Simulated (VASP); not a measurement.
Crystal: MgO.

```
Mg O
1.0
     7.02270    0.00000    0.00000
     0.00000    2.41985    2.44816
     0.00000   -2.41985    2.44816
Mg O
4 4
Direct
  0.13023 0.75472 0.36955
  0.86977 0.36955 0.75472
  0.63023 0.86955 0.25472
  0.36977 0.25472 0.86955
  0.63023 0.13045 0.74528
  0.36977 0.74528 0.13045
  0.13023 0.24528 0.63045
  0.86977 0.63045 0.24528
```

```yaml
Program: VASP 6.6.1
Task: relaxation of cell and atoms
Functional: PBE
Potentials_or_basis: VASP PAW PBE potentials, release 64 (Mg, O)
Cutoff: 600 eV
k_mesh: 4 × 6 × 6
Occupations: gaussian, width 0.1 eV
Spin: no spin polarisation
```

At the start: pressure 20.8 GPa; volume 10.40 Å³/atom.

Problem. Where does the relaxation end?

Solution. Over 40 steps the energy falls by 328.1 meV/atom and the volume is 9.55 Å³/atom (-8.2 %); space group Fm-3m (No. 225, to 0.05 Å).

The path:
```csv
step,energy change (eV),largest force (eV/Å),pressure (GPa),volume (Å³)
1,0.0000,0.6401,20.76,83.21
2,-0.6135,0.3637,-7.34,100.45
3,-0.7612,0.4233,-0.53,94.49
4,-0.8116,0.2876,-0.92,94.40
5,-0.8658,0.2111,-1.60,94.17
6,-0.9001,0.1605,-1.56,93.67
7,-1.0031,0.0705,-1.89,92.14
8,-1.2234,0.4596,-2.38,89.00
9,-1.7230,1.2517,-0.79,82.31
10,7.0434,10.5712,83.38,67.66
11,-1.3759,1.7776,2.58,81.92
12,-1.1178,1.8677,15.33,75.36
13,-1.3765,2.0185,5.14,79.99
14,-1.3560,2.0751,9.04,77.70
15,-1.3722,2.0807,8.05,78.15
16,-1.3815,2.0580,8.23,78.05
17,-1.4026,1.9860,8.64,77.73
18,-1.4087,1.8216,9.68,77.09
19,-1.4122,1.8834,9.22,77.31
20,-1.4321,1.8565,8.97,77.38
21,-1.4898,1.7784,8.13,77.58
22,-1.5958,1.6296,6.54,77.97
23,-1.7728,1.3589,3.71,78.77
24,-2.0058,0.9135,-1.22,80.35
25,-2.1096,0.4967,-8.23,83.54
26,-2.1197,0.5151,-6.88,82.85
27,-2.1721,0.5170,-6.08,82.13
28,-2.2928,0.5276,-3.30,80.01
29,-2.3227,0.6793,4.28,75.85
30,-2.3496,0.5786,0.59,77.66
31,-2.3897,0.5421,0.58,77.44
32,-2.4970,0.4369,0.63,76.76
33,-2.5927,0.3066,2.46,75.36
34,-2.5942,0.2950,1.94,75.60
35,-2.6208,0.0925,-0.65,76.76
36,-2.6208,0.0935,-0.73,76.79
37,-2.6238,0.0666,0.07,76.40
38,-2.6240,0.0592,0.23,76.30
39,-2.6240,0.0573,0.27,76.28
40,-2.6249,0.0296,0.06,76.37
```

Final structure:
```
CELL_PARAMETERS angstrom
8.46994 0.00000 0.00000
0.00000 2.12261 2.12399
0.00000 -2.12261 2.12399
ATOMIC_POSITIONS crystal
Mg 0.12485 0.74832 0.25171
Mg 0.87515 0.25171 0.74832
Mg 0.62485 0.75171 0.24832
Mg 0.37515 0.24832 0.75171
O 0.62497 0.25168 0.74828
O 0.37503 0.74828 0.25168
O 0.12497 0.24828 0.75168
O 0.87503 0.75168 0.24828
```
